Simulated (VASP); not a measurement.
A run of VASP 6.6.1 is set up as follows.

The input INCAR:

```
SYSTEM = C
ALGO = Normal
EDIFF = 1E-6
ENCUT = 600
GGA_COMPAT = .FALSE.
ISIF = 2
ISMEAR = 0
LASPH = .TRUE.
LCHARG = .TRUE.
LELF = .TRUE.
LREAL = .FALSE.
LVHAR = .TRUE.
LWAVE = .FALSE.
NBANDS = 11
NELM = 120
PREC = Accurate
SIGMA = 0.02
```

Contents of KPOINTS:

```
k-points
0
G
  12 12 12
  0 0 0
```

POSCAR

```
C
1.0
    0.0000000000      1.7657234629      1.7657234629
    1.7657234629      0.0000000000      1.7657234629
    1.7657234629      1.7657234629      0.0000000000
C
2
Direct
    0.0000000000      0.0000000000      0.0000000000
    0.2500000000      0.2500000000      0.2500000000
```

Potentials or basis: VASP PAW LDA potentials, release 64 (C).

The run is started by

```console
$ cat potpaw_LDA.64/C/POTCAR > POTCAR
$ mpirun -np 1 vasp_std > vasp.out
```

(1) What does it give for the band gap on the k mesh?

(2) Predict the pressure.

Answers

(1) 4.20 eV, indirect (least direct gap 5.63 eV).

(2) 0.9 GPa.
